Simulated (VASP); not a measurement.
# Au (Fm-3m) in VASP: further runs

The runs below take Au through single point, with r2SCAN.

Everything below comes from runs of VASP 6.6.1. Logs are shortened: lines on timing, memory, paths and dates and some standing lists are left out, and cuts for length are marked.

**1. The cell of the first run**

The structure is cubic, space group Fm-3m (No. 225). The conventional cell has a = 4.129 Å, b = 4.129 Å, c = 4.129 Å, α = 90.00°, β = 90.00°, γ = 90.00°. Within 3.8 Å of Au (site symmetry m-3m) lie 12 Au at 2.92 Å.

**2. Single point, r2SCAN**

File POSCAR:

```
Au
1.0
    0.0000000000      2.0647204712      2.0647204712
    2.0647204712      0.0000000000      2.0647204712
    2.0647204712      2.0647204712      0.0000000000
Au
1
Direct
    0.0000000000      0.0000000000      0.0000000000
```

File INCAR.step1:

```
SYSTEM = Au
ALGO = Normal
EDIFF = 1E-4
ENCUT = 520
GGA = PE
ISMEAR = -1
LASPH = .True.
LCHARG = .False.
LREAL = .False.
LWAVE = .True.
NBANDS = 12
NELM = 80
PREC = Accurate
SIGMA = 0.1
```

File INCAR.step2:

```
SYSTEM = Au
ALGO = Normal
EDIFF = 1E-6
ENCUT = 520
ISIF = 2
ISMEAR = -1
ISTART = 1
LASPH = .True.
LCHARG = .False.
LMIXTAU = .True.
LREAL = .False.
LWAVE = .False.
METAGGA = R2SCAN
NBANDS = 12
NELM = 80
PREC = Accurate
SIGMA = 0.1
```

File KPOINTS:

```
k-points
0
Gamma
  14 14 14
  0 0 0
```

Potentials or basis: VASP PAW PBE potentials, release 64 (Au).

The run is started by

```console
> cat potpaw_PBE.64/Au/POTCAR > POTCAR
> cp INCAR.step1 INCAR
> mpirun -np 1 vasp_std > vasp.out
> cp INCAR.step2 INCAR
> mpirun -np 1 vasp_std > vasp.out
```

OUTCAR:

```text
SYSTEM = Au
   EDIFF = 1E-6
   ENCUT = 520
   ISIF = 2
   ISMEAR = -1
   ISTART = 1
   LASPH = .True.
   LREAL = .False.
   METAGGA = R2SCAN
   NELM = 80
   PREC = Accurate

 ion  position               nearest neighbor table
   1  0.000  0.000  0.000-

  LATTYP: Found a face centered cubic cell.
 ALAT       =     4.1294409424

  Lattice vectors:

 A1 = (   0.0000000000,   2.0647204712,   2.0647204712)
 A2 = (   2.0647204712,   0.0000000000,   2.0647204712)
 A3 = (   2.0647204712,   2.0647204712,   0.0000000000)

Analysis of symmetry for initial positions (statically):
=====================================================================
 Subroutine PRICEL returns:
 Original cell was already a primitive cell.

 Routine SETGRP: Setting up the symmetry group for a
 face centered cubic supercell.

 Subroutine GETGRP returns: Found 48 space group operations
 (whereof 48 operations were pure point group operations)
 out of a pool of 48 trial point group operations.

The static configuration has the point symmetry O_h .

Analysis of symmetry for dynamics (positions and initial velocities):
=====================================================================
 Subroutine PRICEL returns:
 Original cell was already a primitive cell.

 Routine SETGRP: Setting up the symmetry group for a
 face centered cubic supercell.

 Subroutine GETGRP returns: Found 48 space group operations
 (whereof 48 operations were pure point group operations)
 out of a pool of 48 trial point group operations.

The dynamic configuration has the point symmetry O_h .

 Subroutine INISYM returns: Found 48 space group operations
 (whereof 48 operations are pure point group operations),
 and found     1 'primitive' translations

----------------------------------------------------------------------------------------

                                     Primitive cell

  volume of cell :      17.6041

  direct lattice vectors                    reciprocal lattice vectors
     0.000000000  2.064720471  2.064720471    -0.242163531  0.242163531  0.242163531
     2.064720471  0.000000000  2.064720471     0.242163531 -0.242163531  0.242163531
     2.064720471  2.064720471  0.000000000     0.242163531  0.242163531 -0.242163531

  length of vectors
     2.919955693  2.919955693  2.919955693     0.419439540  0.419439540  0.419439540

  position of ions in fractional coordinates (direct lattice)
     0.000000000  0.000000000  0.000000000

  ion indices of the primitive-cell ions
   primitive index   ion index
                 1           1

----------------------------------------------------------------------------------------

 KPOINTS: k-points

Automatic generation of k-mesh.
 Grid dimensions read from file:
 generate k-points for:   14   14   14

 Generating k-lattice:

  Cartesian coordinates                     Fractional coordinates (reciprocal lattice)
    -0.017297395  0.017297395  0.017297395     0.071428571  0.000000000  0.000000000
     0.017297395 -0.017297395  0.017297395     0.000000000  0.071428571  0.000000000
     0.017297395  0.017297395 -0.017297395     0.000000000  0.000000000  0.071428571

  Length of vectors
     0.029959967  0.029959967  0.029959967

  Shift w.r.t. Gamma in fractional coordinates (k-lattice)
     0.000000000  0.000000000  0.000000000

 Subroutine IBZKPT returns following result:
 ===========================================

 Found    104 irreducible k-points:

 Following reciprocal coordinates:
            Coordinates               Weight
  0.000000  0.000000  0.000000      1.000000
  0.071429  0.000000  0.000000      8.000000
  0.142857  0.000000  0.000000      8.000000
  0.214286  0.000000  0.000000      8.000000
  0.285714  0.000000  0.000000      8.000000
  0.357143  0.000000  0.000000      8.000000
[... 16 lines left out ...]
  0.214286  0.142857  0.000000     24.000000
  0.285714  0.142857  0.000000     24.000000
 [... further k-points ...]
   k-points           NKPTS =    104   k-points in BZ     NKDIM =    104   number of bands    NBANDS=     12
[... 42 lines left out ...]
  ---------------------------------------------------
  ext. energy  EPLUGINS =         0.00000000
  ---------------------------------------------------
  free energy    TOTEN  =       -50.59718458 eV

  energy without entropy =      -50.58662762  energy(sigma->0) =      -50.59190610

 E-fermi :   8.7587     XC(G=0): -13.4003

 val. band max:        8.6883725071   @ k =   0.5000   0.0714   0.0000
 cond. band min:       8.7838273270   @ k =   0.5000   0.3571   0.1429
 fundamental gap:      0.0954548199
 Fermi energy:         8.7587061512

 k-point     1 :       0.0000    0.0000    0.0000
  band No.  band energies     occupation
      1      -0.9449      2.00000
      2       4.0213      2.00000
      3       4.0213      2.00000
      4       4.0213      2.00000
      5       5.4678      2.00000
      6       5.4678      2.00000
      7      24.1541      0.00000
      8      28.0472      0.00000
      9      28.0472      0.00000
     10      28.0472      0.00000
     11      33.2129      0.00000
     12      37.3247      0.00000

 k-point     2 :       0.0714    0.0000    0.0000
  band No.  band energies     occupation
      1      -0.7659      2.00000
      2       3.9676      2.00000
      3       4.0807      2.00000
      4       4.0807      2.00000
      5       5.4427      2.00000
      6       5.4427      2.00000
      7      24.3424      0.00000
      8      26.9194      0.00000
      9      28.2410      0.00000
     10      28.2410      0.00000
     11      33.9067      0.00000
     12      35.7990      0.00000

 k-point     3 :       0.1429    0.0000    0.0000
  band No.  band energies     occupation
      1      -0.2551      2.00000
      2       3.8528      2.00000
      3       4.2177      2.00000
      4       4.2177      2.00000
      5       5.4130      2.00000
      6       5.4130      2.00000
      7      24.2092      0.00000
      8      25.2489      0.00000
      9      28.7488      0.00000
     10      28.7488      0.00000
     11      32.4111      0.00000
     12      34.6100      0.00000
[... 286 lines left out ...]
 k-point    23 :       0.2143    0.1429    0.0000
  band No.  band energies     occupation
      1       0.5573      2.00000
      2       3.4063      2.00000
      3       4.5248      2.00000
      4       4.6250      2.00000
      5       5.0322      2.00000
      6       5.7853      2.00000
      7      24.0095      0.00000
      8      25.6884      0.00000
      9      26.1988      0.00000
     10      27.6332      0.00000
     11      30.3464      0.00000
     12      34.2382      0.00000

 k-point    24 :       0.2857    0.1429    0.0000
  band No.  band energies     occupation
      1       1.2792      2.00000
      2       3.3424      2.00000
      3       4.3010      2.00000
      4       4.6943      2.00000
      5       5.5610      2.00000
      6       6.0267      2.00000
      7      21.1374      0.00000
      8      25.5752      0.00000
      9      25.6282      0.00000
     10      27.6610      0.00000
     11      30.3690      0.00000
     12      34.1222      0.00000

 [... further k-points ...]

------------------------ aborting loop because EDIFF is reached ----------------------------------------

  FORCE on cell =-STRESS in cart. coord.  units (eV):
  Direction    XX          YY          ZZ          XY          YZ          ZX
  --------------------------------------------------------------------------------------
  -------------------------------------------------------------------------------------
  Total       -0.0316337     -0.0316337     -0.0316337      0.0000000      0.0000000     -0.0000000
  in kB       -2.8790296     -2.8790296     -2.8790296      0.0000000      0.0000000     -0.0000000
  external PRESSURE =      -2.8790296 kB  Pullay stress =       0.0000000 kB

 VOLUME and BASIS-vectors are now :
 -----------------------------------------------------------------------------
  energy-cutoff  :      520.00
  volume of cell :       17.60
      direct lattice vectors                 reciprocal lattice vectors
     0.000000000  2.064720471  2.064720471    -0.242163531  0.242163531  0.242163531
     2.064720471  0.000000000  2.064720471     0.242163531 -0.242163531  0.242163531
     2.064720471  2.064720471  0.000000000     0.242163531  0.242163531 -0.242163531

 POSITION                                       TOTAL-FORCE (eV/Angst)
 -----------------------------------------------------------------------------------
      0.00000      0.00000      0.00000         0.000000      0.000000      0.000000
 -----------------------------------------------------------------------------------
    total drift:                               -0.000000      0.000000     -0.000000

  FREE ENERGIE OF THE ION-ELECTRON SYSTEM (eV)
  ---------------------------------------------------
  free  energy   TOTEN  =       -50.5971845775 eV

  energy  without entropy=      -50.5866276178  energy(sigma->0) =      -50.59190610
```

Run time: 54 s. Hardware: 1 thread of Intel Xeon Platinum 8488C (Sapphire Rapids), shared host; peak memory 0.16 GiB.

What came out:

```
Free energy            : -50.5972 eV
Pressure               : -0.3 GPa
Band gap on the k mesh : zero (an odd number of electrons rules out a gap without spin polarisation)
```

Levels at points of the mesh, in eV from the Fermi level:
| k point | band 2 | band 3 | band 4 | band 5 | band 6 | band 7 | band 8 | band 9 | band 10 | band 11 |
| --- | --- | --- | --- | --- | --- | --- | --- | --- | --- | --- |
| (0.00, 0.00, 0.00) | -4.74 | -4.74 | -4.74 | -3.29 | -3.29 | 15.40 | 19.29 | 19.29 | 19.29 | 24.45 |
| (0.50, 0.00, 0.00) | -4.78 | -4.78 | -2.11 | -2.11 | -0.61 | 3.03 | 14.87 | 17.70 | 17.70 | 25.46 |
| (0.50, 0.50, 0.00) | -6.74 | -2.17 | -1.79 | -1.79 | 1.32 | 5.77 | 10.46 | 10.46 | 17.73 | 20.17 |

Caveat: the PAW data sets were made with another functional, which shifts forces and pressure a little; spin-orbit coupling is left out, which moves the levels of the heavy elements.

**3. Single point, r2SCAN**

This run uses another cell than the first one, of 18.14 Å³/atom.

File POSCAR:

```
Au
1.0
    0.0000000000      2.0855776452      2.0855776452
    2.0855776452      0.0000000000      2.0855776452
    2.0855776452      2.0855776452      0.0000000000
Au
1
Direct
    0.0000000000      0.0000000000      0.0000000000
```

File INCAR.step1:

```
SYSTEM = Au
  PREC = Accurate
  ENCUT = 520
  ISMEAR = -1
  SIGMA = 0.1
  LREAL = .False.
  LASPH = .True.
  NELM = 60
  NBANDS = 12
  GGA = PE
  ALGO = Normal
  EDIFF = 1E-4
  LWAVE = .True.
  LCHARG = .False.
```

File INCAR.step2:

```
SYSTEM = Au
  PREC = Accurate
  ENCUT = 520
  EDIFF = 1E-6
  ISMEAR = -1
  SIGMA = 0.1
  LREAL = .False.
  LASPH = .True.
  NELM = 60
  ALGO = Normal
  ISIF = 2
  LWAVE = .False.
  LCHARG = .False.
  METAGGA = R2SCAN
  LMIXTAU = .True.
  NBANDS = 12
  ISTART = 1
```

File KPOINTS:

```
regular mesh
0
Gamma
  14 14 14
  0 0 0
```

Potentials or basis: VASP PAW PBE potentials, release 64 (Au).

The run is started by

```console
> cat potpaw_PBE.64/Au/POTCAR > POTCAR
> cp INCAR.step1 INCAR
> mpirun -np 1 vasp_std > vasp.out
> cp INCAR.step2 INCAR
> mpirun -np 1 vasp_std > vasp.out
```

Run time: 70 s. Hardware: 1 thread of Intel Xeon Platinum 8488C (Sapphire Rapids), shared host; peak memory 0.16 GiB.

It converged, with:

```yaml
Free_energy: -50.5892 eV
Pressure: -4.4 GPa
Band_gap_on_the_k_mesh: zero (an odd number of electrons rules out a gap without spin polarisation)
```

Levels at points of the mesh, in eV from the Fermi level:
| k point | band 2 | band 3 | band 4 | band 5 | band 6 | band 7 | band 8 | band 9 | band 10 | band 11 |
| --- | --- | --- | --- | --- | --- | --- | --- | --- | --- | --- |
| (0.00, 0.00, 0.00) | -4.58 | -4.58 | -4.58 | -3.21 | -3.21 | 15.42 | 19.12 | 19.12 | 19.12 | 24.18 |
| (0.50, 0.00, 0.00) | -4.62 | -4.62 | -2.09 | -2.09 | -0.47 | 2.87 | 14.88 | 17.45 | 17.45 | 24.99 |
| (0.50, 0.50, 0.00) | -6.48 | -2.15 | -1.79 | -1.79 | 1.41 | 5.53 | 10.36 | 10.36 | 17.39 | 19.76 |

Caveat: the cell stands under tension; the PAW data sets were made with another functional, which shifts forces and pressure a little; spin-orbit coupling is left out, which moves the levels of the heavy elements.

**4. Single point, r2SCAN**

This run uses another cell than the first one, of 18.14 Å³/atom.

POSCAR is that of step 3.

File INCAR.step1:

```
PREC = Accurate
ENCUT = 520
ISMEAR = -1
SIGMA = 0.1
LREAL = False
LASPH = True
NELM = 100
NBANDS = 12
GGA = PE
ALGO = Normal
EDIFF = 1E-4
LWAVE = True
LCHARG = False
```

File INCAR.step2:

```
PREC = Accurate
ENCUT = 520
EDIFF = 1E-6
ISMEAR = -1
SIGMA = 0.1
LREAL = False
LASPH = True
NELM = 100
ALGO = Normal
ISIF = 2
LWAVE = False
LCHARG = True
METAGGA = R2SCAN
LMIXTAU = True
LELF = True
LVHAR = True
NBANDS = 12
ISTART = 1
```

File KPOINTS:

```
Automatic mesh
0
Gamma
  14 14 14
```

The run is started by

```console
> cat potpaw_PBE.64/Au/POTCAR > POTCAR
> cp INCAR.step1 INCAR
> mpirun -np 1 vasp_std > vasp.out
> cp INCAR.step2 INCAR
> mpirun -np 1 vasp_std > vasp.out
```

Run time: 57 s. Hardware: 1 thread of Intel Xeon Platinum 8488C (Sapphire Rapids), shared host; peak memory 0.16 GiB.

It converged, with:

- Free energy: -50.5892 eV
- Pressure: -4.4 GPa
- Band gap on the k mesh: zero (an odd number of electrons rules out a gap without spin polarisation)

Levels at points of the mesh, in eV from the Fermi level:
```tsv
k point	band 4	band 5	band 6	band 7	band 8	band 9
(0.00, 0.00, 0.00)	-4.58	-3.21	-3.21	15.42	19.12	19.12
(0.50, 0.00, 0.00)	-2.09	-2.09	-0.47	2.87	14.88	17.45
(0.50, 0.50, 0.00)	-1.79	-1.79	1.41	5.53	10.36	10.36
```

Caveat: the cell stands under tension; the PAW data sets were made with another functional, which shifts forces and pressure a little; spin-orbit coupling is left out, which moves the levels of the heavy elements.

**5. Single point, r2SCAN**

This run uses another cell than the first one, of 18.68 Å³/atom.

File POSCAR:

```
Au
1.0
    0.0000000000      2.1060257888      2.1060257888
    2.1060257888      0.0000000000      2.1060257888
    2.1060257888      2.1060257888      0.0000000000
Au
1
Direct
    0.0000000000      0.0000000000      0.0000000000
```

File INCAR.step1:

```
PREC     = Accurate       # precision mode
ENCUT    = 520            # plane-wave cutoff, eV
ISMEAR   = -1             # smearing method
SIGMA    = 0.1            # smearing width, eV
LREAL    = F              # projectors in reciprocal space
LASPH    = T              # aspherical terms in the spheres
NELM     = 100            # most SCF steps
NBANDS   = 12             # bands
GGA      = PE             # functional
ALGO     = Normal         # electronic algorithm
EDIFF    = 1E-4           # SCF threshold, eV
LWAVE    = T              # write WAVECAR
LCHARG   = F              # write CHGCAR
```

File INCAR.step2:

```
PREC     = Accurate       # precision mode
ENCUT    = 520            # plane-wave cutoff, eV
EDIFF    = 1E-6           # SCF threshold, eV
ISMEAR   = -1             # smearing method
SIGMA    = 0.1            # smearing width, eV
LREAL    = F              # projectors in reciprocal space
LASPH    = T              # aspherical terms in the spheres
NELM     = 100            # most SCF steps
ALGO     = Normal         # electronic algorithm
ISIF     = 2              # what is computed and relaxed
LWAVE    = F              # write WAVECAR
LCHARG   = T              # write CHGCAR
METAGGA  = R2SCAN         # meta-GGA
LMIXTAU  = T            
LELF     = T              # ELF
LVHAR    = T            
NBANDS   = 12             # bands
ISTART   = 1
```

KPOINTS is that of step 4.

The run is started by

```console
> cat potpaw_PBE.64/Au/POTCAR > POTCAR
> cp INCAR.step1 INCAR
> mpirun -np 1 vasp_std > vasp.out
> cp INCAR.step2 INCAR
> mpirun -np 1 vasp_std > vasp.out
```

Wall time 47 s (1 thread of Intel Xeon Platinum 8488C (Sapphire Rapids), shared host); peak memory 0.16 GiB.

It converged, with:

- Free energy: -50.5687 eV
- Pressure: -7.8 GPa
- Band gap on the k mesh: zero (an odd number of electrons rules out a gap without spin polarisation)

Levels at points of the mesh, in eV from the Fermi level:
| k point | band 4 | band 5 | band 6 | band 7 | band 8 | band 9 |
| --- | --- | --- | --- | --- | --- | --- |
| (0.00, 0.00, 0.00) | -4.44 | -3.14 | -3.14 | 15.43 | 18.95 | 18.95 |
| (0.50, 0.00, 0.00) | -2.08 | -2.08 | -0.34 | 2.72 | 14.88 | 17.20 |
| (0.50, 0.50, 0.00) | -1.79 | -1.79 | 1.49 | 5.30 | 10.26 | 10.26 |

Caveat: the cell stands under tension; the PAW data sets were made with another functional, which shifts forces and pressure a little; spin-orbit coupling is left out, which moves the levels of the heavy elements.

**6. Single point, r2SCAN**

This run uses another cell than the first one, of 18.68 Å³/atom.

POSCAR is that of step 5.

File INCAR.step1:

```
SYSTEM = Au
PREC = Accurate
ENCUT = 520
ISMEAR = -1
SIGMA = 0.1
LREAL = .False.
LASPH = .True.
NELM = 100
NBANDS = 12
GGA = PE
ALGO = Normal
EDIFF = 1E-4
LWAVE = .True.
LCHARG = .False.
```

File INCAR.step2:

```
SYSTEM = Au
PREC = Accurate
ENCUT = 520
EDIFF = 1E-6
ISMEAR = -1
SIGMA = 0.1
LREAL = .False.
LASPH = .True.
NELM = 100
ALGO = Normal
ISIF = 2
LWAVE = .False.
LCHARG = .False.
METAGGA = R2SCAN
LMIXTAU = .True.
NBANDS = 12
ISTART = 1
```

File KPOINTS:

```
regular mesh
0
Gamma
  14 14 14
  0 0 0
```

Potentials or basis: VASP PAW PBE potentials, release 64 (Au).

The run is started by

```console
> cat potpaw_PBE.64/Au/POTCAR > POTCAR
> cp INCAR.step1 INCAR
> mpirun -np 1 vasp_std > vasp.out
> cp INCAR.step2 INCAR
> mpirun -np 1 vasp_std > vasp.out
```

Run time: 59 s. Hardware: 1 thread of Intel Xeon Platinum 8488C (Sapphire Rapids), shared host; peak memory 0.16 GiB.

The run converged. Its results:

- Free energy: -50.5687 eV
- Pressure: -7.8 GPa
- Band gap on the k mesh: zero (an odd number of electrons rules out a gap without spin polarisation)

Levels at points of the mesh, in eV from the Fermi level:
```tsv
k point	band 4	band 5	band 6	band 7	band 8	band 9
(0.00, 0.00, 0.00)	-4.44	-3.14	-3.14	15.43	18.95	18.95
(0.50, 0.00, 0.00)	-2.08	-2.08	-0.34	2.72	14.88	17.20
(0.50, 0.50, 0.00)	-1.79	-1.79	1.49	5.30	10.26	10.26
```

Caveat: the cell stands under tension; the PAW data sets were made with another functional, which shifts forces and pressure a little; spin-orbit coupling is left out, which moves the levels of the heavy elements.

**7. Overview**

| cell | gap on the mesh (eV) | pressure (GPa) |
| --- | --- | --- |
| a = 2.920 Å, angles 60.0°, 1 atom | none | -0.3 |
| a = 2.949 Å, angles 60.0°, 1 atom | none | -4.4 |
| a = 2.978 Å, angles 60.0°, 1 atom | none | -7.8 |

Alike in all rows: task single point; level r2SCAN; potentials or basis VASP PAW PBE potentials, release 64 (Au); no spin polarisation; k mesh 14 × 14 × 14; cutoff (eV) 520; smearing fermi-dirac 0.1 eV.

Caveats: the PAW data sets were made with another functional, which shifts forces and pressure a little; spin-orbit coupling is left out, which moves the levels of the heavy elements; the cell stands under tension (at least some runs).

Absolute energies hang on the potentials; compare differences alone.
